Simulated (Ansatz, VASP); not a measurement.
## Si in VASP and in Ansatz

```xyz
2
Lattice="-2.4179 2.4179 1.3553 2.4179 -2.4179 1.3553 2.4179 2.4179 -1.3553" Properties=species:S:1:pos:R:3 pbc="T T T"
Si    0.0000    0.0000    1.3553
Si    2.4179    0.0000    0.6777
```

Change from the starting cell: volume scaled by 1.06.

Alike in both runs: task single point; functional PBE; k mesh 11 × 11 × 11; occupations fermi-dirac, width 0.05 eV; no spin polarisation.

|  | VASP | Ansatz |
| --- | --- | --- |
| version | VASP 6.6.1 | Ansatz 0.2.0 |
| potentials or method | VASP PAW PBE potentials, release 64 (Si), cutoff 520 eV | all-electron LAPW, scalar-relativistic |

Ansatz gave:

| Property | Result |
| --- | --- |
| gap on the k mesh at the Fermi level (eV) | none |
| pressure (GPa) | -3.0 |
| traceless stress, the component that is largest in VASP (GPa) | -0.38 |

Problem. Estimate VASP's values.

Solution. gap on the k mesh at the Fermi level (eV): none; pressure (GPa): -3.0; traceless stress, the component that is largest in VASP (GPa): -0.36.

A gap of «none» marks a metal or a gap that the smearing closes. Ansatz ran all-electron here, and VASP with PAW potentials.
